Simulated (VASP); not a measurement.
# Al20O in VASP: a series of runs

The runs below take Al20O through single point, with LDA.

Everything below comes from runs of VASP 6.6.1. Logs are shortened: lines on timing, memory, paths and dates and some standing lists are left out, and cuts for length are marked.

**1. The cell of the first run**

The cell holds a slab with vacuum, 21 atoms: a = 8.100 Å, b = 5.728 Å, c = 16.728 Å, α = 90.00°, β = 90.00°, γ = 90.00°.

**2. Single point, LDA**

File INCAR:

```
SYSTEM = Al20O
PREC = Accurate
ENCUT = 520
EDIFF = 1E-7
ISMEAR = 0
SIGMA = 0.1
LREAL = Auto
LASPH = .TRUE.
NELM = 60
ALGO = Normal
ISIF = 2
LWAVE = .FALSE.
LCHARG = .FALSE.
GGA = CA
NBANDS = 49
```

File KPOINTS:

```
regular mesh
0
G
  3 4 1
  0 0 0
```

File POSCAR:

```
Al20O
1.0
    8.1000000000      0.0000000000      0.0000000000
    0.0000000000      5.7275650000      0.0000000000
    0.0000000000      0.0000000000     16.7275650000
Al O
20 1
Direct
    0.0000000000      0.0000000000      0.0597816000
    0.5000000000      0.0000000000      0.0597816000
    0.0000000000      0.5000000000      0.0597816000
    0.5000000000      0.5000000000      0.0597816000
    0.2500000000      0.2500000000      0.1453823000
    0.7500000000      0.2500000000      0.1453823000
    0.2500000000      0.7500000000      0.1453823000
    0.7500000000      0.7500000000      0.1453823000
    0.0016444273     -0.0011367529      0.2236625943
    0.4985381315     -0.0034119643      0.2230548458
    0.0016438043      0.5011010756      0.2236305366
    0.4985162804      0.5035020778      0.2230692551
    0.2499802710      0.2500167457      0.3064565804
    0.7373970589      0.2499626712      0.3061023271
    0.2440447845      0.7500816299      0.3192661438
    0.7419087743      0.7500688320      0.3084464719
   -0.0128155037      0.0165320801      0.3827386271
    0.4984823747      0.0022448953      0.3846348612
   -0.0127170690      0.4833024831      0.3825293019
    0.4985198306      0.4978062346      0.3846193676
    0.0975687029      0.7498762976      0.4071322965
```

Potentials or basis: VASP PAW LDA potentials, release 64 (Al, O).

Run with:

```bash
$ cat potpaw_LDA.64/Al/POTCAR potpaw_LDA.64/O/POTCAR > POTCAR
$ mpirun -np 1 vasp_std > vasp.out
```

OUTCAR:

```text
SYSTEM = Al20O
   PREC = Accurate
   ENCUT = 520
   EDIFF = 1E-7
   ISMEAR = 0
   LREAL = Auto
   LASPH = .TRUE.
   NELM = 60
   ISIF = 2
   GGA = CA

 ion  position               nearest neighbor table
   1  0.000  0.000  0.060-   9 2.74   6 2.86   7 2.86   8 2.86   5 2.86   3 2.86   3 2.86
   2  0.500  0.000  0.060-  10 2.73   6 2.86   7 2.86   8 2.86   5 2.86   4 2.86   4 2.86
   3  0.000  0.500  0.060-  11 2.74   6 2.86   7 2.86   8 2.86   5 2.86   1 2.86   1 2.86
   4  0.500  0.500  0.060-  12 2.73   6 2.86   7 2.86   8 2.86   5 2.86   2 2.86   2 2.86
   5  0.250  0.250  0.145-  13 2.69  11 2.80   9 2.80  10 2.80  12 2.80   2 2.86   3 2.86   4 2.86
                             1 2.86   7 2.86   7 2.86
   6  0.750  0.250  0.145-  14 2.69  11 2.82   9 2.82  10 2.82  12 2.82   2 2.86   3 2.86   4 2.86
                             1 2.86   8 2.86   8 2.86
   7  0.250  0.750  0.145-  12 2.78  10 2.78  11 2.79   9 2.79   1 2.86   2 2.86   3 2.86   4 2.86
                             5 2.86   5 2.86  15 2.91
   8  0.750  0.750  0.145-  16 2.73  12 2.80  10 2.80  11 2.81   9 2.81   2 2.86   3 2.86   4 2.86
                             1 2.86   6 2.86   6 2.86
   9  0.002  0.999  0.224-  17 2.67   1 2.74   7 2.79   5 2.80   8 2.81   6 2.82  13 2.83  11 2.85
                            11 2.88  15 2.91  16 2.91  14 2.92
  10  0.499  0.997  0.223-  18 2.70   2 2.73   7 2.78  14 2.79   8 2.80   5 2.80  16 2.81   6 2.82
                            12 2.82  13 2.85  12 2.90  15 2.97
  11  0.002  0.501  0.224-  19 2.66   3 2.74   7 2.79   5 2.80   8 2.81   6 2.82  13 2.83   9 2.85
[... 13 lines left out ...]
  18  0.498  0.002  0.385-  10 2.70  14 2.74  15 2.74  16 2.76  13 2.79  20 2.84  20 2.89
  19  0.987  0.483  0.383-  21 1.82  11 2.66  17 2.67  14 2.74  15 2.79  16 2.80  13 2.82  17 3.05

  20  0.499  0.498  0.385-  12 2.70  14 2.74  15 2.74  16 2.76  13 2.79  18 2.84  18 2.89
  21  0.098  0.750  0.407-  17 1.82  19 1.82  15 1.89

  LATTYP: Found a simple orthorhombic cell.
 ALAT       =     5.7275650000
 B/A-ratio  =     1.4142135445
 C/A-ratio  =     2.9205369123

  Lattice vectors:

 A1 = (   0.0000000000,  -5.7275650000,   0.0000000000)
 A2 = (   8.1000000000,   0.0000000000,   0.0000000000)
 A3 = (   0.0000000000,   0.0000000000,  16.7275650000)

Analysis of symmetry for initial positions (statically):
=====================================================================
 Subroutine PRICEL returns:
 Original cell was already a primitive cell.

 Routine SETGRP: Setting up the symmetry group for a
 simple orthorhombic supercell.

 Subroutine GETGRP returns: Found  1 space group operations
 (whereof  1 operations were pure point group operations)
 out of a pool of  8 trial point group operations.
[... 142 lines left out ...]
   ISYM   =      2    0-nonsym 1-usesym 2-fastsym
   POTIM  = 0.5000    time-step for ionic-motion
   TEBEG  =    0.0;   TEEND  =   0.0 temperature during run
   PSTRESS=    0.0 pullay stress
   NELECT =      66.0000    total number of electrons
   NUPDOWN=      -1.0000    fix difference up-down
   EMIN   =  10.00;   EMAX   =-10.00  energy-range for DOS
   EFERMI =   0.00;   METHOD = LEGACY
   ISMEAR =     0;   SIGMA  =   0.10  broadening in eV -4-tet -1-fermi 0-gaus
   EFERMI_NEDOS =   21; number of points for ismear=-14 and -15
   IALGO  =     38    algorithm
   IMIX   =      4    mixing-type and parameters
     AMIX     =   0.40;   BMIX     =  1.00
     AMIX_MAG =   1.60;   BMIX_MAG =  1.00
  volume/ion in A,a.u.               =      36.95       249.38
  Fermi-wavevector in a.u.,A,eV,Ry     =   0.719935  1.360481  7.051995  0.518307
  Thomas-Fermi vector in A             =   1.809259
   LORBIT       =      0    0 simple, 1 ext, 2 COOP (PROOUT), +10 PAW based schemes
   GGA     = CA    functional components
   LHFCALC =     F    Hartree Fock is set to
   AEXX    =    0.0000 exact exchange contribution
   IVDW    =     0    specifies the selected vdW correction
   LEPSILON=     F    determine dielectric tensor
   LRPA    =     F    only Hartree local field effects (RPA)
 non-spin polarized calculation
 Gauss-broadening in eV      SIGMA  =   0.10
  energy-cutoff  :      520.00
  volume of cell :      776.05
 maximum number of plane-waves:     20916
   NGX = 31   NGY = 21   NGZ = 63

 number of electron      66.0000003 magnetization

 Free energy of the ion-electron system (eV)
  ---------------------------------------------------
  ext. energy  EPLUGINS =         0.00000000
  ---------------------------------------------------
  free energy    TOTEN  =       -86.98000269 eV

  energy without entropy =      -86.92217397  energy(sigma->0) =      -86.95108833

 E-fermi :   1.0345     XC(G=0):  -5.6230

 val. band max:        1.0255827881   @ k =   0.0000   0.2500   0.0000
 cond. band min:       1.0362690288   @ k =   0.3333   0.0000   0.0000
 fundamental gap:      0.0106862407
 Fermi energy:         1.0345455682

 k-point     1 :       0.0000    0.0000    0.0000
  band No.  band energies     occupation
      1     -19.0520      2.00000
      2      -9.5735      2.00000
      3      -7.7148      2.00000
      4      -7.4815      2.00000
      5      -7.3519      2.00000
      6      -6.5160      2.00000
[... 325 lines left out ...]
     44       3.3505      0.00000
     45       3.3964      0.00000
 [bands above 45 left out]

------------------------ aborting loop because EDIFF is reached ----------------------------------------

  FORCE on cell =-STRESS in cart. coord.  units (eV):
  Direction    XX          YY          ZZ          XY          YZ          ZX
  --------------------------------------------------------------------------------------
  -------------------------------------------------------------------------------------
  Total       -3.6009994    -10.2120206     -1.3248368      0.0005052      0.0010329     -0.2113838
  in kB       -7.4343988    -21.0831011     -2.7351754      0.0010430      0.0021324     -0.4364099
  external PRESSURE =     -10.4175585 kB  Pullay stress =       0.0000000 kB

 VOLUME and BASIS-vectors are now :
 -----------------------------------------------------------------------------
  energy-cutoff  :      520.00
  volume of cell :      776.05
      direct lattice vectors                 reciprocal lattice vectors
     8.100000000  0.000000000  0.000000000     0.123456790  0.000000000  0.000000000
     0.000000000  5.727565000  0.000000000     0.000000000  0.174594265  0.000000000
     0.000000000  0.000000000 16.727565000     0.000000000  0.000000000  0.059781564

 POSITION                                       TOTAL-FORCE (eV/Angst)
 -----------------------------------------------------------------------------------
      0.00000      0.00000      1.00000         0.042292     -0.116518      0.306257
      4.05000      0.00000      1.00000         0.030603      0.070078      0.203463
      0.00000      2.86378      1.00000         0.042379      0.116500      0.305084
      4.05000      2.86378      1.00000         0.030816     -0.069880      0.203513
      2.02500      1.43189      2.43189         0.091554     -0.000002     -0.319687
      6.07500      1.43189      2.43189        -0.081955      0.000345     -0.304100
[... 13 lines left out ...]
      4.03801      2.85122      6.43375         0.002972     -0.001108      0.006983
      0.79031      4.29497      6.81033         0.033329      0.000496      0.053019
 -----------------------------------------------------------------------------------
    total drift:                               -0.004229     -0.000895      0.001169

  FREE ENERGIE OF THE ION-ELECTRON SYSTEM (eV)
  ---------------------------------------------------
  free  energy   TOTEN  =       -86.9800026934 eV

  energy  without entropy=      -86.9221739683  energy(sigma->0) =      -86.95108833
```

OSZICAR:

```text
N       E                     dE             d eps       ncg     rms          rms(c)
DAV:   1     0.236738908717E+03    0.23674E+03   -0.21061E+04   686   0.992E+02
DAV:   2    -0.574444658550E+02   -0.29418E+03   -0.27450E+03   849   0.172E+02
DAV:   3    -0.925154122643E+02   -0.35071E+02   -0.34225E+02  1004   0.541E+01
DAV:   4    -0.939695734245E+02   -0.14542E+01   -0.14488E+01   884   0.125E+01
[... 16 lines left out ...]
DAV:  21    -0.869799944329E+02   -0.34506E-04   -0.16622E-04   786   0.532E-02    0.946E-03
DAV:  22    -0.869800005790E+02   -0.61461E-05   -0.12181E-05   820   0.197E-02    0.478E-03
DAV:  23    -0.869800019943E+02   -0.14153E-05   -0.37846E-06   820   0.666E-03    0.188E-03
DAV:  24    -0.869800026413E+02   -0.64696E-06   -0.18951E-07   651   0.187E-03    0.239E-03
DAV:  25    -0.869800026934E+02   -0.52125E-07   -0.19551E-07   708   0.297E-03
   1 F= -.86980003E+02 E0= -.86951088E+02  d E =-.578287E-01
```

stdout:

```text
POSCAR found type information on POSCAR AlO
 POSCAR found :  2 types and      21 ions
 scaLAPACK will be used
 LDA part: xc-table for (Slater(with rela. corr.)+CA(PZ))
 , standard interpolation
 POSCAR, INCAR and KPOINTS ok, starting setup
 FFT: planning ... GRIDC
 FFT: planning ... GRID_SOFT
 FFT: planning ... GRID
 WAVECAR not read
 entering main loop
```

Run time: 7.2 min. Hardware: 1 thread of Intel Xeon Platinum 8488C (Sapphire Rapids), shared host; peak memory 0.62 GiB.

Results:

```
Free energy            : -86.9800 eV
Largest force          : 0.333 eV/Å
Band gap on the k mesh : zero (bands 33 and 34 overlap by 0.27 eV)
```

Forces in eV/Å, atoms in the order of the input:
```
Al   0.042 -0.117  0.306
Al   0.031  0.070  0.203
Al   0.042  0.117  0.305
Al   0.031 -0.070  0.204
Al   0.092  0.000 -0.320
Al  -0.082  0.000 -0.304
Al  -0.076  0.000 -0.116
Al  -0.074  0.000 -0.316
Al  -0.005  0.000  0.004
Al   0.000 -0.003  0.000
Al  -0.005  0.002 -0.001
Al   0.002  0.002 -0.001
Al  -0.001 -0.001  0.009
Al   0.001  0.001  0.000
Al   0.021  0.000 -0.029
Al   0.001 -0.001  0.002
Al  -0.030  0.058 -0.013
Al   0.004  0.001  0.007
Al  -0.031 -0.058  0.000
Al   0.003 -0.001  0.007
O    0.033  0.000  0.053
```

Levels at points of the mesh, in eV from the Fermi level:
```csv
k point,band 30,band 31,band 32,band 33,band 34,band 35,band 36,band 37
"(0.00, 0.00, 0.00)",-1.04,-1.04,-0.64,-0.26,0.20,0.48,0.56,0.84
"(0.00, 0.50, 0.00)",-0.13,-0.08,0.12,0.20,0.49,0.65,0.88,0.89
```

Caveat: there is no dipole correction, which matters where the two faces differ.

**3. Single point, LDA**

File INCAR:

```
ALGO = Normal
EDIFF = 1E-6
ENCUT = 520
GGA = CA
ISIF = 2
ISMEAR = 0
LASPH = T
LCHARG = F
LREAL = Auto
LWAVE = F
NBANDS = 49
NELM = 60
PREC = Accurate
SIGMA = 0.1
```

File KPOINTS:

```
k-points
0
Gamma
  3 4 1
```

File POSCAR:

```
Al20O
1.0
    8.1000000000      0.0000000000      0.0000000000
    0.0000000000      5.7275650000      0.0000000000
    0.0000000000      0.0000000000     16.7275650000
Al O
20 1
Direct
    0.0000000000      0.0000000000      0.0597816239
    0.5000000000      0.0000000000      0.0597816239
    0.0000000000      0.5000000873      0.0597816239
    0.5000000000      0.5000000873      0.0597816239
    0.2500000000      0.2499999564      0.1453823076
    0.7500000000      0.2499999564      0.1453823076
    0.2500000000      0.7500000436      0.1453823076
    0.7500000000      0.7500000436      0.1453823076
    0.0016444444     -0.0011367833      0.2236626192
    0.4985381481     -0.0034119211      0.2230548798
    0.0016438272      0.5011010787      0.2236305165
    0.4985162963      0.5035020991      0.2230692871
    0.2499802469      0.2500167174      0.3064565584
    0.7373970370      0.2499625932      0.3061023526
    0.2440448148      0.7500815792      0.3192661335
    0.7419087654      0.7500688338      0.3084464475
   -0.0128155556      0.0165321563      0.3827386114
    0.4984823457      0.0022449331      0.3846348826
   -0.0127170370      0.4833024156      0.3825293161
    0.4985198765      0.4978063104      0.3846193992
    0.0975686420      0.7498762563      0.4071322993
```

Potentials or basis: VASP PAW LDA potentials, release 64 (Al, O).

Run with:

```bash
$ cat potpaw_LDA.64/Al/POTCAR potpaw_LDA.64/O/POTCAR > POTCAR
$ mpirun -np 1 vasp_std > vasp.out
```

OUTCAR:

```text
EDIFF = 1E-6
   ENCUT = 520
   GGA = CA
   ISIF = 2
   ISMEAR = 0
   LASPH = T
   LREAL = Auto
   NELM = 60
   PREC = Accurate

 ion  position               nearest neighbor table
   1  0.000  0.000  0.060-   9 2.74   3 2.86   6 2.86   7 2.86   8 2.86   5 2.86   3 2.86
   2  0.500  0.000  0.060-  10 2.73   4 2.86   6 2.86   7 2.86   8 2.86   5 2.86   4 2.86
   3  0.000  0.500  0.060-  11 2.74   1 2.86   8 2.86   7 2.86   6 2.86   5 2.86   1 2.86
   4  0.500  0.500  0.060-  12 2.73   2 2.86   8 2.86   7 2.86   6 2.86   5 2.86   2 2.86
   5  0.250  0.250  0.145-  13 2.69  11 2.80   9 2.80  10 2.80  12 2.80   7 2.86   1 2.86   2 2.86
[... 587 lines left out ...]
  in kB       -7.4273976    -21.0777609     -2.7285121      0.0010617      0.0021355     -0.4361397
  external PRESSURE =     -10.4112235 kB  Pullay stress =       0.0000000 kB

 VOLUME and BASIS-vectors are now :
 -----------------------------------------------------------------------------
  energy-cutoff  :      520.00
  volume of cell :      776.05
      direct lattice vectors                 reciprocal lattice vectors
     8.100000000  0.000000000  0.000000000     0.123456790  0.000000000  0.000000000
     0.000000000  5.727565000  0.000000000     0.000000000  0.174594265  0.000000000
     0.000000000  0.000000000 16.727565000     0.000000000  0.000000000  0.059781564

 POSITION                                       TOTAL-FORCE (eV/Angst)
 -----------------------------------------------------------------------------------
      0.00000      0.00000      1.00000         0.042294     -0.116518      0.306241
      4.05000      0.00000      1.00000         0.030594      0.070077      0.203449
      0.00000      2.86378      1.00000         0.042382      0.116500      0.305067
      4.05000      2.86378      1.00000         0.030807     -0.069880      0.203500
      2.02500      1.43189      2.43189         0.091547     -0.000001     -0.319707
      6.07500      1.43189      2.43189        -0.081957      0.000347     -0.304110
[... 13 lines left out ...]
      4.03801      2.85122      6.43375         0.002958     -0.001107      0.006983
      0.79031      4.29496      6.81033         0.033298      0.000503      0.052919
 -----------------------------------------------------------------------------------
    total drift:                               -0.004144     -0.000896      0.001330

  FREE ENERGIE OF THE ION-ELECTRON SYSTEM (eV)
  ---------------------------------------------------
  free  energy   TOTEN  =       -86.9800029852 eV

  energy  without entropy=      -86.9221736655  energy(sigma->0) =      -86.95108833
```

Wall time 5.8 min (1 thread of Intel Xeon Platinum 8488C (Sapphire Rapids), shared host); peak memory 0.61 GiB.

Results:

| Quantity | Value |
| --- | --- |
| Free energy | -86.9800 eV |
| Largest force | 0.333 eV/Å |
| Band gap on the k mesh | zero (bands 33 and 34 overlap by 0.27 eV) |

Forces in eV/Å, atoms in the order of the input:
```
Al   0.042 -0.117  0.306
Al   0.031  0.070  0.203
Al   0.042  0.117  0.305
Al   0.031 -0.070  0.203
Al   0.092  0.000 -0.320
Al  -0.082  0.000 -0.304
Al  -0.076  0.000 -0.116
Al  -0.074  0.000 -0.316
Al  -0.005  0.000  0.004
Al   0.000 -0.003  0.000
Al  -0.005  0.002 -0.001
Al   0.002  0.002 -0.001
Al  -0.001 -0.001  0.009
Al   0.001  0.001  0.000
Al   0.021  0.000 -0.029
Al   0.002 -0.001  0.002
Al  -0.030  0.058 -0.013
Al   0.004  0.001  0.007
Al  -0.030 -0.058  0.001
Al   0.003 -0.001  0.007
O    0.033  0.001  0.053
```

Levels at points of the mesh, in eV from the Fermi level:
| k point | band 31 | band 32 | band 33 | band 34 | band 35 | band 36 |
| --- | --- | --- | --- | --- | --- | --- |
| (0.00, 0.00, 0.00) | -1.04 | -0.64 | -0.26 | 0.20 | 0.48 | 0.56 |
| (0.00, 0.50, 0.00) | -0.08 | 0.12 | 0.20 | 0.49 | 0.65 | 0.88 |

Caveat: there is no dipole correction, which matters where the two faces differ.
